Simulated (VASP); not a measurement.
# Os (Fm-3m) in VASP: single point with r2SCAN

Aim: the single point of Os with r2SCAN.

Program: VASP 6.6.1. These are calculated values, not measurements. Logs are shortened: lines on timing, memory, paths and dates and some standing lists are left out, and cuts for length are marked.

## Step 1: The cell of the first run

It takes space group Fm-3m (No. 225, cubic). Conventional cell: a = 3.832 Å, b = 3.832 Å, c = 3.832 Å, α = 90.00°, β = 90.00°, γ = 90.00°. Os (site symmetry m-3m) has 12 Os at 2.71 Å within 3.6 Å.

## Step 2: Single point, r2SCAN

Contents of POSCAR:

```
Os
1.0
    0.0000000000      1.9159815885      1.9159815885
    1.9159815885      0.0000000000      1.9159815885
    1.9159815885      1.9159815885      0.0000000000
Os
1
Direct
    0.0000000000      0.0000000000      0.0000000000
```

Contents of INCAR.step1:

```
ALGO = Normal
EDIFF = 1E-4
ENCUT = 520
GGA = PE
ISMEAR = 0
LASPH = True
LCHARG = False
LREAL = False
LWAVE = True
NBANDS = 10
NELM = 100
PREC = Accurate
SIGMA = 0.05
```

Contents of INCAR.step2:

```
ALGO = Normal
EDIFF = 1E-6
ENCUT = 520
ISIF = 2
ISMEAR = 0
ISTART = 1
LASPH = True
LCHARG = False
LMIXTAU = True
LREAL = False
LWAVE = False
METAGGA = R2SCAN
NBANDS = 10
NELM = 100
PREC = Accurate
SIGMA = 0.05
```

Contents of KPOINTS:

```
k-points
0
Gamma
  18 18 18
```

Potentials or basis: VASP PAW PBE potentials, release 64 (Os).

Started as:

```sh
$ cat potpaw_PBE.64/Os/POTCAR > POTCAR
$ cp INCAR.step1 INCAR
$ mpirun -np 1 vasp_std > vasp.out
$ cp INCAR.step2 INCAR
$ mpirun -np 1 vasp_std > vasp.out
```

OUTCAR:

```text
EDIFF = 1E-6
   ENCUT = 520
   ISIF = 2
   ISMEAR = 0
   ISTART = 1
   LASPH = True
   LREAL = False
   METAGGA = R2SCAN
   NELM = 100
   PREC = Accurate

 ion  position               nearest neighbor table
   1  0.000  0.000  0.000-

  LATTYP: Found a face centered cubic cell.
 ALAT       =     3.8319631770

  Lattice vectors:

 A1 = (   0.0000000000,   1.9159815885,   1.9159815885)
 A2 = (   1.9159815885,   0.0000000000,   1.9159815885)
 A3 = (   1.9159815885,   1.9159815885,   0.0000000000)

Analysis of symmetry for initial positions (statically):
=====================================================================
 Subroutine PRICEL returns:
 Original cell was already a primitive cell.

 Routine SETGRP: Setting up the symmetry group for a
 face centered cubic supercell.

 Subroutine GETGRP returns: Found 48 space group operations
 (whereof 48 operations were pure point group operations)
 out of a pool of 48 trial point group operations.

The static configuration has the point symmetry O_h .

Analysis of symmetry for dynamics (positions and initial velocities):
=====================================================================
 Subroutine PRICEL returns:
 Original cell was already a primitive cell.

 Routine SETGRP: Setting up the symmetry group for a
 face centered cubic supercell.

 Subroutine GETGRP returns: Found 48 space group operations
 (whereof 48 operations were pure point group operations)
 out of a pool of 48 trial point group operations.

The dynamic configuration has the point symmetry O_h .

 Subroutine INISYM returns: Found 48 space group operations
 (whereof 48 operations are pure point group operations),
 and found     1 'primitive' translations

----------------------------------------------------------------------------------------

                                     Primitive cell

  volume of cell :      14.0671

  direct lattice vectors                    reciprocal lattice vectors
     0.000000000  1.915981588  1.915981588    -0.260962842  0.260962842  0.260962842
     1.915981588  0.000000000  1.915981588     0.260962842 -0.260962842  0.260962842
     1.915981588  1.915981588  0.000000000     0.260962842  0.260962842 -0.260962842

  length of vectors
     2.709607148  2.709607148  2.709607148     0.452000901  0.452000901  0.452000901

  position of ions in fractional coordinates (direct lattice)
     0.000000000  0.000000000  0.000000000

  ion indices of the primitive-cell ions
   primitive index   ion index
                 1           1

----------------------------------------------------------------------------------------

 KPOINTS: k-points

Automatic generation of k-mesh.
 Grid dimensions read from file:
 generate k-points for:   18   18   18

 Generating k-lattice:

  Cartesian coordinates                     Fractional coordinates (reciprocal lattice)
    -0.014497936  0.014497936  0.014497936     0.055555556  0.000000000  0.000000000
     0.014497936 -0.014497936  0.014497936     0.000000000  0.055555556  0.000000000
     0.014497936  0.014497936 -0.014497936     0.000000000  0.000000000  0.055555556

  Length of vectors
     0.025111161  0.025111161  0.025111161

  Shift w.r.t. Gamma in fractional coordinates (k-lattice)
     0.000000000  0.000000000  0.000000000

 Subroutine IBZKPT returns following result:
 ===========================================

 Found    195 irreducible k-points:

 Following reciprocal coordinates:
            Coordinates               Weight
  0.000000  0.000000  0.000000      1.000000
  0.055556  0.000000  0.000000      8.000000
  0.111111  0.000000  0.000000      8.000000
  0.166667  0.000000  0.000000      8.000000
  0.222222  0.000000  0.000000      8.000000
  0.277778  0.000000  0.000000      8.000000
[... 16 lines left out ...]
 -0.277778  0.055556  0.000000     24.000000
 -0.222222  0.055556  0.000000     24.000000
 [... further k-points ...]
   k-points           NKPTS =    195   k-points in BZ     NKDIM =    195   number of bands    NBANDS=     10
   number of dos      NEDOS =    301   number of ions     NIONS =      1
   total plane-waves  NPLWV =   8000
   dimension x,y,z NGX =    20 NGY =   20 NGZ =   20
   dimension x,y,z NGXF=    40 NGYF=   40 NGZF=   40
   ions per type =               1
   NGX,Y,Z   is equivalent  to a cutoff of  12.27, 12.27, 12.27 a.u.
   NGXF,Y,Z  is equivalent  to a cutoff of  24.54, 24.54, 24.54 a.u.
 SYSTEM =  unknown system
   PREC   = accura    normal or accurate (medium, high low for compatibility)
   ISTART =      1    job   : 0-new  1-cont  2-samecut
   ICHARG =      0    charge: 1-file 2-atom 10-const
   ISPIN  =      1    spin polarized calculation?
   LNONCOLLINEAR =      F non collinear calculations
   LSORBIT =      F    spin-orbit coupling
   LASPH  =      T    aspherical Exc in radial PAW
   ENCUT  =  520.0 eV  38.22 Ry    6.18 a.u.   5.04  5.04  5.04*2*pi/ulx,y,z
   NELM   =    100;   NELMIN=  2; NELMDL=  0     # of ELM steps
   EDIFF  = 0.1E-05   stopping-criterion for ELM
   LREAL  =      F    real-space projection
   EDIFFG = 0.1E-04   stopping-criterion for IOM
   NSW    =      0    number of steps for IOM
   IBRION =     -1    ionic relax: 0-MD 1-quasi-New 2-CG
   NFREE  =      0    steps in history (QN), initial steepest desc. (CG)
   ISIF   =      2    stress and relaxation
   ISYM   =      2    0-nonsym 1-usesym 2-fastsym
   POTIM  = 0.5000    time-step for ionic-motion
   TEBEG  =    0.0;   TEEND  =   0.0 temperature during run
   PSTRESS=    0.0 pullay stress
   NELECT =       8.0000    total number of electrons
   NUPDOWN=      -1.0000    fix difference up-down
   EMIN   =  10.00;   EMAX   =-10.00  energy-range for DOS
   EFERMI =   0.00;   METHOD = LEGACY
   ISMEAR =     0;   SIGMA  =   0.05  broadening in eV -4-tet -1-fermi 0-gaus
   EFERMI_NEDOS =   21; number of points for ismear=-14 and -15
   IALGO  =     38    algorithm
   IMIX   =      4    mixing-type and parameters
     AMIX     =   0.40;   BMIX     =  1.00
     AMIX_MAG =   1.60;   BMIX_MAG =  1.00
  volume/ion in A,a.u.               =      14.07        94.93
  Fermi-wavevector in a.u.,A,eV,Ry     =   1.356345  2.563120 25.030253  1.839672
  Thomas-Fermi vector in A             =   2.483356
   LORBIT       =      0    0 simple, 1 ext, 2 COOP (PROOUT), +10 PAW based schemes
   METAGGA = R2SCAN    functional components
   LHFCALC =     F    Hartree Fock is set to
   AEXX    =    0.0000 exact exchange contribution
   IVDW    =     0    specifies the selected vdW correction
   LEPSILON=     F    determine dielectric tensor
   LRPA    =     F    only Hartree local field effects (RPA)
 non-spin polarized calculation
 Gauss-broadening in eV      SIGMA  =   0.05
  energy-cutoff  :      520.00
  volume of cell :       14.07
 maximum number of plane-waves:       392
   NGX =  9   NGY =  9   NGZ =  9

 number of electron       8.0000000 magnetization

 Free energy of the ion-electron system (eV)
  ---------------------------------------------------
  ext. energy  EPLUGINS =         0.00000000
  ---------------------------------------------------
  free energy    TOTEN  =       -52.85499306 eV

  energy without entropy =      -52.85424986  energy(sigma->0) =      -52.85462146

 E-fermi :   9.0028     XC(G=0): -15.3511

 val. band max:        8.9636450285   @ k =  -0.2778   0.1667   0.0000
 cond. band min:       9.0262864125   @ k =  -0.2222   0.2778   0.0556
 fundamental gap:      0.0626413840
 Fermi energy:         9.0027849418

 k-point     1 :       0.0000    0.0000    0.0000
  band No.  band energies     occupation
      1      -2.2042      2.00000
      2       5.9619      2.00000
      3       5.9619      2.00000
      4       5.9619      2.00000
      5       9.0893      0.01438
      6       9.0893      0.01438
      7      23.9951      0.00000
      8      30.1277      0.00000
      9      30.1277      0.00000
     10      30.1277      0.00000

 k-point     2 :       0.0556    0.0000    0.0000
  band No.  band energies     occupation
      1      -2.0532      2.00000
      2       5.8681      2.00000
      3       6.0307      2.00000
      4       6.0307      2.00000
      5       9.0389      0.30757
      6       9.0389      0.30757
      7      24.2769      0.00000
      8      29.3468      0.00000
      9      30.3937      0.00000
     10      30.3937      0.00000

 k-point     3 :       0.1111    0.0000    0.0000
  band No.  band energies     occupation
      1      -1.6166      2.00000
      2       5.6276      2.00000
      3       6.2107      2.00000
      4       6.2107      2.00000
      5       8.9279      1.96592
      6       8.9279      1.96592
      7      25.0489      0.00000
      8      27.8649      0.00000
      9      31.1688      0.00000
     10      31.1688      0.00000

 k-point     4 :       0.1667    0.0000    0.0000
  band No.  band energies     occupation
      1      -0.9508      2.00000
      2       5.3508      2.00000
      3       6.4097      2.00000
      4       6.4097      2.00000
      5       8.8790      1.99953
      6       8.8790      1.99953
      7      25.7765      0.00000
      8      26.6907      0.00000
      9      32.3897      0.00000
     10      32.3897      0.00000

 k-point     5 :       0.2222    0.0000    0.0000
  band No.  band energies     occupation
      1      -0.1740      2.00000
      2       5.2057      2.00000
      3       6.4831      2.00000
      4       6.4831      2.00000
      5       9.0655      0.07606
      6       9.0655      0.07606
      7      24.6592      0.00000
      8      27.2989      0.00000
      9      33.9503      0.00000
     10      33.9503      0.00000

 k-point     6 :       0.2778    0.0000    0.0000
  band No.  band energies     occupation
      1       0.5128      2.00000
      2       5.4119      2.00000
      3       6.3740      2.00000
      4       6.3740      2.00000
      5       9.5509      0.00000
      6       9.5509      0.00000
      7      23.3023      0.00000
      8      27.1455      0.00000
      9      35.1244      0.00000
     10      35.3236      0.00000
[... 183 lines left out ...]
 k-point    21 :      -0.3889    0.0556    0.0000
  band No.  band energies     occupation
      1       1.1967      2.00000
      2       5.8116      2.00000
      3       6.0009      2.00000
      4       7.3445      2.00000
      5      10.7772      0.00000
      6      11.7165      0.00000
      7      19.9246      0.00000
      8      24.4919      0.00000
      9      30.6623      0.00000
     10      32.0734      0.00000

 k-point    22 :      -0.3333    0.0556    0.0000
  band No.  band energies     occupation
      1       1.1222      2.00000
      2       6.0155      2.00000
      3       6.1799      2.00000
      4       6.2647      2.00000
      5      10.0381      0.00000
      6      11.0854      0.00000
      7      21.5111      0.00000
      8      25.5520      0.00000
      9      31.7642      0.00000
     10      33.9551      0.00000

 k-point    23 :      -0.2778    0.0556    0.0000
  band No.  band energies     occupation
      1       0.8187      2.00000
      2       5.4248      2.00000
      3       6.2615      2.00000
      4       6.4012      2.00000
      5       9.2914      0.00000
      6      10.3722      0.00000
      7      23.0084      0.00000
      8      26.9119      0.00000
      9      33.0053      0.00000
     10      34.5307      0.00000

 k-point    24 :      -0.2222    0.0556    0.0000
  band No.  band energies     occupation
      1       0.2049      2.00000
      2       5.0897      2.00000
      3       6.4514      2.00000
      4       6.5713      2.00000
      5       8.7127      2.00000
      6       9.7366      0.00000
      7      24.3892      0.00000
      8      27.5622      0.00000
      9      33.0012      0.00000
     10      34.2985      0.00000

 [... further k-points ...]

------------------------ aborting loop because EDIFF is reached ----------------------------------------

  FORCE on cell =-STRESS in cart. coord.  units (eV):
  Direction    XX          YY          ZZ          XY          YZ          ZX
  --------------------------------------------------------------------------------------
  -------------------------------------------------------------------------------------
  Total        0.0857291      0.0857291      0.0857291      0.0000000      0.0000000     -0.0000000
  in kB        9.7641565      9.7641565      9.7641565      0.0000000      0.0000000     -0.0000000
  external PRESSURE =       9.7641565 kB  Pullay stress =       0.0000000 kB

 VOLUME and BASIS-vectors are now :
 -----------------------------------------------------------------------------
  energy-cutoff  :      520.00
  volume of cell :       14.07
      direct lattice vectors                 reciprocal lattice vectors
     0.000000000  1.915981588  1.915981588    -0.260962842  0.260962842  0.260962842
     1.915981588  0.000000000  1.915981588     0.260962842 -0.260962842  0.260962842
     1.915981588  1.915981588  0.000000000     0.260962842  0.260962842 -0.260962842

 POSITION                                       TOTAL-FORCE (eV/Angst)
 -----------------------------------------------------------------------------------
      0.00000      0.00000      0.00000         0.000000     -0.000000      0.000000
 -----------------------------------------------------------------------------------
    total drift:                                0.000000      0.000000     -0.000000

  FREE ENERGIE OF THE ION-ELECTRON SYSTEM (eV)
  ---------------------------------------------------
  free  energy   TOTEN  =       -52.8549930590 eV

  energy  without entropy=      -52.8542498555  energy(sigma->0) =      -52.85462146
```

Run time: 67 s. Hardware: 1 thread of Intel Xeon Platinum 8375C at 2.90GHz (Ice Lake), shared host; peak memory 0.15 GiB.

Results:

```
Free energy            : -52.8550 eV
Pressure               : 1.0 GPa
Band gap on the k mesh : zero (band 4 reaches 11.52 eV, above the bottom of band 5 at 7.59 eV)
```

Caveat: the PAW data sets were made with another functional, which shifts forces and pressure a little; spin-orbit coupling is left out, which moves the levels of the heavy elements.
